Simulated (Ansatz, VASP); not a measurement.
## Al in VASP and in Ansatz

POSCAR

```
Al
1.0
    0.0000000000      1.9966927595      1.9966927595
    1.9966927595      0.0000000000      1.9966927595
    1.9966927595      1.9966927595      0.0000000000
Al
1
Direct
    0.0000000000      0.0000000000      0.0000000000
```

INCAR.step1

```
  PREC = Accurate
  ENCUT = 520
  ISMEAR = -1
  SIGMA = 0.1
  LREAL = False
  LASPH = True
  NELM = 80
  NBANDS = 8
  GGA = PE
  ALGO = Normal
  EDIFF = 1E-4
  LWAVE = True
  LCHARG = False
```

File INCAR.step2:

```
  PREC = Accurate
  ENCUT = 520
  EDIFF = 1E-7
  ISMEAR = -1
  SIGMA = 0.1
  LREAL = False
  LASPH = True
  NELM = 80
  ALGO = Normal
  ISIF = 2
  LWAVE = False
  LCHARG = False
  METAGGA = R2SCAN
  LMIXTAU = True
  NBANDS = 8
  ISTART = 1
```

Contents of KPOINTS:

```
regular mesh
0
Gamma
  14 14 14
```

Input for Ansatz:

```yaml
crystal:
  lattice:
    - [0.0, 1.9966927595, 1.9966927595]
    - [1.9966927595, 0.0, 1.9966927595]
    - [1.9966927595, 1.9966927595, 0.0]
  atoms:
    - { symbol: Al, position: [0.0, 0.0, 0.0] }
hamiltonian:
  xc: r2scan
  pseudopotentials:
    kind: paw
    azcp:
      Al: "pseudopotentials/Al.paw.azcp"
basis:
  ecutwfc: 800
  fft_grid_basis: typed
kpoints:
  mp_grid: { grid: [14, 14, 14], shift: [0, 0, 0] }
magnetization:
  spin_polarized: false
scf:
  occupations: { method: fermi_dirac, width: 0.1 }
  lower_state_search: "off"
output:
  stress: true
```

Alike in both runs: task single point; functional r2SCAN; k mesh 14 × 14 × 14; occupations fermi-dirac, width 0.1 eV; no spin polarisation.

|  | VASP | Ansatz |
| --- | --- | --- |
| version | VASP 6.6.1 | Ansatz 0.2.0 |
| potentials or method | VASP PAW PBE potentials, release 64 (Al), cutoff 520 eV | plane waves (800 eV) with PAW, scalar-relativistic |
| valence electrons in the cell | 3 | 3 |

Ansatz gave:

```
pressure (GPa) : -0.2
```

Question: What did VASP give for the same quantities?

Answer: Pressure (GPa): -0.5.

VASP's potentials were made for PBE, not for r2SCAN. The functional is the same, so the differences come from potentials, cutoffs and numerics.
